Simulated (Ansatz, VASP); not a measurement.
**One calculation of FeO, two programs**

```
Fe O
1.0
     2.85327    0.00000    0.00000
    -1.42664    2.47101    0.00000
     0.00000    0.00000    2.76289
Fe O
1 1
Direct
  0.66667 0.33333 0.50000
  0.33333 0.66667 0.00000
```

Change from the starting cell: species swapped into the NbN type (P-6m2, No. 187).

Alike in both runs: functional PBE; k mesh 24 × 24 × 20; occupations gaussian, width 0.1 eV; collinear spin.

Ansatz relaxed the structure, and its values are those at the end. VASP's run is a single point on that final structure, the one shown.

|  | VASP | Ansatz |
| --- | --- | --- |
| version | VASP 6.6.1 | Ansatz 0.2.0 |
| potentials or method | VASP PAW PBE potentials, release 64 (Fe_sv, O), cutoff 600 eV | scalar-relativistic, plane waves, PAW |
| valence electrons in the cell | 22 | 22 |

Ansatz gave:

- gap on the k mesh at the Fermi level (eV): none
- pressure (GPa): 0.0
- net moment per atom (μB): 2.00
- size of the moment on the site where the two differ most (μB): 0.38

Estimate VASP's values.

gap on the k mesh at the Fermi level (eV): none; pressure (GPa): -2.4; net moment per atom (μB): 2.00; size of the moment on the site where the two differ most (μB): 0.35.

Site moments also hang on the region over which each program counts them. A gap of «none» marks a metal or a gap that the smearing closes.
